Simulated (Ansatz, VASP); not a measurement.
# One calculation of InP, two programs

```xyz
2
Lattice="0.0000 2.9305 2.9305 2.9305 0.0000 2.9305 2.9305 2.9305 0.0000" Properties=species:S:1:pos:R:3 pbc="T T T"
In    0.0000    0.0000    0.0000
P     1.4652    1.4652    1.4652
```

Alike in both runs: functional RPBE; k mesh 8 × 8 × 8; occupations fermi-dirac, width 0.05 eV; no spin polarisation.

|  | VASP | Ansatz |
| --- | --- | --- |
| version | VASP 6.6.1 | Ansatz 0.2.0 |
| potentials or method | VASP PAW PBE potentials, release 64 (In_d, P) | Ansatz PAW |
| plane-wave cutoff (eV) | 500 | 420 |
| valence electrons in the cell | 18 | 18 |
| task | single point | atomic charges |

Ansatz gave:

```
gap on the k mesh at the Fermi level (eV) : 0.85
least direct gap on the mesh (eV)         : 0.85
pressure (GPa)                            : 5.2
```

Problem. What did VASP give for the same quantities?

Solution. gap on the k mesh at the Fermi level (eV): 0.84; least direct gap on the mesh (eV): 0.84; pressure (GPa): 5.1.

VASP's potentials were made for PBE, not for RPBE.
